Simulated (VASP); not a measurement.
Set up this calculation in VASP 6.6.1, as the native input.

```
Task                   : single point
Functional             : PBE
Potentials or basis    : VASP PAW PBE potentials, release 64 (Ir, Rh_pv)
Cutoff                 : 520 eV
k mesh                 : 6 × 6 × 2
Occupations            : gaussian, width 0.1 eV
Spin                   : no spin polarisation
Dipole correction      : no
Further INCAR settings : ALGO = Fast; EDIFF = 1e-06; NBANDS = 51
```

The structure of IrRh5 lies in POSCAR:

```
IrRh5
1.0
    2.6840395900      0.0000000000      0.0000000000
    0.0000000000      2.6840395900      0.0000000000
    0.0000000000      0.0000000000     11.3874155500
Ir Rh
1 5
Direct
    0.0000000000      0.0000000000      0.0000000000
    0.0000000000      0.0000000000      0.6666666700
    0.5000000000      0.5000000000      0.8333333300
    0.5000000000      0.5000000000      0.1666666700
    0.0000000000      0.0000000000      0.3333333300
    0.5000000000      0.5000000000      0.5000000000
```

One way to write it, as run:

INCAR

```
ALGO = Fast
EDIFF = 1E-6
ENCUT = 520
GGA = PE
ISIF = 2
ISMEAR = 0
LASPH = True
LCHARG = False
LREAL = False
LWAVE = False
NBANDS = 51
NELM = 80
PREC = Accurate
SIGMA = 0.1
```

KPOINTS

```
k-points
0
Gamma
  6 6 2
```

Potentials or basis: VASP PAW PBE potentials, release 64 (Ir, Rh_pv).

Command:

```bash
$ cat potpaw_PBE.64/Ir/POTCAR potpaw_PBE.64/Rh_pv/POTCAR > POTCAR
$ mpirun -np 1 vasp_std > vasp.out
```

It gave:

```json
{
 "Pressure": "9.8 GPa",
 "Largest force": "0.245 eV/Å",
 "Band gap on the k mesh": "zero (bands 42 and 43 overlap by 1.70 eV)"
}
```

Caveat: the k points lie up to 0.39 Å⁻¹ apart, too coarse for converged energies and pressures of a metal; spin-orbit coupling is left out, which moves the levels of the heavy elements.

Wall time 3 min on 1 thread of Intel Xeon 8259CL, with other jobs on the host, peak memory 0.22 GiB.
